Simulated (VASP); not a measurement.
Write the native input for VASP 6.6.1 that does the following.

```yaml
Task: relaxation of cell and atoms
Functional: PBEsol
Potentials_or_basis: VASP PAW PBE potentials, release 64 (Al, Cu)
Cutoff: 600 eV
k_mesh: 12 × 12 × 8
Occupations: gaussian, width 0.1 eV
Spin: no spin polarisation
Target_pressure: 1 GPa
Dipole_correction: no
Further_INCAR_settings: ALGO = Fast; EDIFF = 1e-06; IBRION = 2; EDIFFG = -0.008; NSW = 70; ISIF = 3
```

The structure of AlCu3 lies in POSCAR:

```
AlCu3
1.0
    5.1242847666      0.0000000000      0.0000000000
   -2.5621423833      4.4377607841      0.0000000000
    0.0000000000      0.0000000000      4.1653877498
Al Cu
2 6
Direct
    0.6666666667      0.3333333333      0.2500000000
    0.3333333333      0.6666666667      0.7500000000
    0.3306224908      0.1653112454      0.7500000000
    0.8346887546      0.1653112454      0.7500000000
    0.8346887546      0.6693775092      0.7500000000
    0.6693775092      0.8346887546      0.2500000000
    0.1653112454      0.8346887546      0.2500000000
    0.1653112454      0.3306224908      0.2500000000
```

The input as run:

INCAR

```
SYSTEM = AlCu3
PREC = Accurate
ENCUT = 600
EDIFF = 1E-6
ISMEAR = 0
SIGMA = 0.1
LREAL = .False.
LASPH = .True.
NELM = 100
ALGO = Fast
ISIF = 3
LWAVE = .False.
LCHARG = .False.
GGA = PS
IBRION = 2
NSW = 70
EDIFFG = -0.008
PSTRESS = 10.0
```

KPOINTS

```
regular mesh
0
Gamma
  12 12 8
  0 0 0
```

Potentials or basis: VASP PAW PBE potentials, release 64 (Al, Cu).

Run with:

```sh
$ cat potpaw_PBE.64/Al/POTCAR potpaw_PBE.64/Cu/POTCAR > POTCAR
$ mpirun -np 1 vasp_std > vasp.out
```

It gave:

The relaxed volume is 11.92 Å³/atom, the relaxed cell is a = 5.136 Å, b = 5.136 Å, c = 4.176 Å, α = 90.00°, β = 90.00°, γ = 120.00° and the space group after relaxing (to 0.1 Å) is P6_3/mmc (No. 194). The energy change on relaxing (the run minimises the enthalpy) is -0.8 meV/atom and the ionic steps are 4. The pressure after relaxing is 0.9 GPa and the band gap on the k mesh is zero (bands 36 and 37 overlap by 2.60 eV).

Caveat: the cell is relaxed towards a set pressure, so the run minimises the enthalpy, not the energy; the PAW data sets were made with another functional, which shifts forces and pressure a little.

It took 39 min on 1 thread of Oxide Virtual Turin-like Processor (shared host), peak memory 0.47 GiB.
